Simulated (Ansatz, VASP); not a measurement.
## One calculation of MgO, two programs

```xyz
2
Lattice="0.0000 2.1042 2.1042 2.1042 0.0000 2.1042 2.1042 2.1042 0.0000" Properties=species:S:1:pos:R:3 pbc="T T T"
Mg    0.0000    0.0000    0.0000
O     2.1042    2.1042    2.1042
```

Alike in both runs: functional PBE; dispersion D3(BJ); k mesh 10 × 10 × 10; occupations gaussian, width 0.02 eV; no spin polarisation.

Ansatz relaxed the structure, and its values are those at the end. VASP's run is a single point on that final structure, the one shown.

|  | VASP | Ansatz |
| --- | --- | --- |
| version | VASP 6.6.1 | Ansatz 0.2.0 |
| potentials or method | VASP PAW PBE potentials, release 64 (Mg_sv, O), cutoff 840 eV | scalar-relativistic, plane waves, PAW |
| valence electrons in the cell | 16 | 16 |

```tsv
	VASP	Ansatz	Ansatz less VASP
gap on the k mesh at the Fermi level (eV)	4.77	4.77	+0.007
least direct gap on the mesh (eV)	4.77	4.77	+0.007
pressure (GPa)	0.0	0.0	-0.02
```
